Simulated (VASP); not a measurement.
The system is CdSe.

```
CELL_PARAMETERS angstrom
0.00000 3.07027 3.07027
3.07027 0.00000 3.07027
3.07027 3.07027 0.00000
ATOMIC_POSITIONS crystal
Cd 0.00000 0.00000 0.00000
Se 0.25000 0.25000 0.25000
```

```yaml
Program: VASP 6.6.1
Task: relaxation of cell and atoms
Functional: BLYP
Potentials_or_basis: VASP PAW PBE potentials, release 64 (Cd, Se)
Cutoff: 600 eV
k_mesh: 8 × 8 × 8
Occupations: fermi-dirac, width 0.05 eV
Spin: no spin polarisation
```

At the start: pressure 4.4 GPa; volume 28.94 Å³/atom.

Problem. How do energy, volume and symmetry change on relaxing?

Solution. Over 3 steps the energy falls by 34.8 meV/atom and the volume is 31.72 Å³/atom (+9.6 %); space group F-43m (No. 216, to 0.05 Å).

The path:
| step | energy change (eV) | largest force (eV/Å) | pressure (GPa) | volume (Å³) |
| --- | --- | --- | --- | --- |
| 1 | 0.0000 | 0.0000 | 4.36 | 57.88 |
| 2 | -0.0667 | 0.0000 | -0.73 | 64.74 |
| 3 | -0.0697 | 0.0000 | 0.02 | 63.44 |

Final structure:
```
CELL_PARAMETERS angstrom
0.00000 3.16544 3.16544
3.16544 0.00000 3.16544
3.16544 3.16544 0.00000
ATOMIC_POSITIONS crystal
Cd 0.00000 0.00000 0.00000
Se 0.25000 0.25000 0.25000
```

Caveat: the PAW data sets were made with another functional, which shifts forces and pressure a little.
